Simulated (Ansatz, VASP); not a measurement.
## Bi: VASP beside Ansatz

Contents of INCAR:

```
SYSTEM = Bi
PREC = Accurate ; ENCUT = 520
EDIFF = 1E-6 ; ISMEAR = 0
SIGMA = 0.15 ; LREAL = .False.
LASPH = .True. ; NELM = 60
ALGO = Fast ; ISIF = 2
LWAVE = .False. ; LCHARG = .False.
GGA = PS ; NBANDS = 22
```

KPOINTS

```
regular mesh
0
Gamma
  12 12 4
  0 0 0
```

The input POSCAR:

```
Bi
1.0
    4.5390002997      0.0000000000      0.0000000000
   -2.2695001499      3.8129628803      0.0000000000
    0.0000000000      0.0000000000     11.8290000000
Bi
2
Direct
    0.3333333333      0.6666666667      0.2500000000
    0.6666666667      0.3333333333      0.7500000000
```

Input for Ansatz:

```yaml
crystal:
  lattice:
    - [4.5390002997, 0.0, 0.0]
    - [-2.2695001499, 3.8129628803, 0.0]
    - [0.0, 0.0, 11.829]
  atoms:
    - { symbol: Bi, position: [0.3333333333, 0.6666666667, 0.25] }
    - { symbol: Bi, position: [0.6666666667, 0.3333333333, 0.75] }
basis:
  ecutwfc: 420
kpoints:
  mp_grid: { grid: [12, 12, 4] }
hamiltonian:
  xc: pbesol
scf:
  occupations: { method: gaussian, width: 0.15 }
output:
  forces: true
  stress: true
  eigenvalues: true
```

Change from the starting cell: strain -0.0300 x Voigt [0, 1, 0, 0, 0, 0], atoms carried along.

Alike in both runs: task single point; functional PBEsol; k mesh 12 × 12 × 4; occupations gaussian, width 0.15 eV; no spin polarisation.

```csv
,VASP,Ansatz
version,VASP 6.6.1,Ansatz 0.2.0
potentials or method,"VASP PAW PBE potentials, release 64 (Bi_d), cutoff 520 eV","scalar-relativistic, plane waves, PAW"
valence electrons in the cell,30,30
```

```csv
,VASP,Ansatz,Ansatz less VASP
gap on the k mesh at the Fermi level (eV),none,none,-
pressure (GPa),-3.7,-3.7,+0.02
"traceless stress, the component that is largest in VASP (GPa)",3.31,3.31,-0.001
```

VASP's potentials were made for PBE, not for PBEsol. A gap of «none» marks a metal or a gap that the smearing closes.

Neither program's run includes spin-orbit coupling.
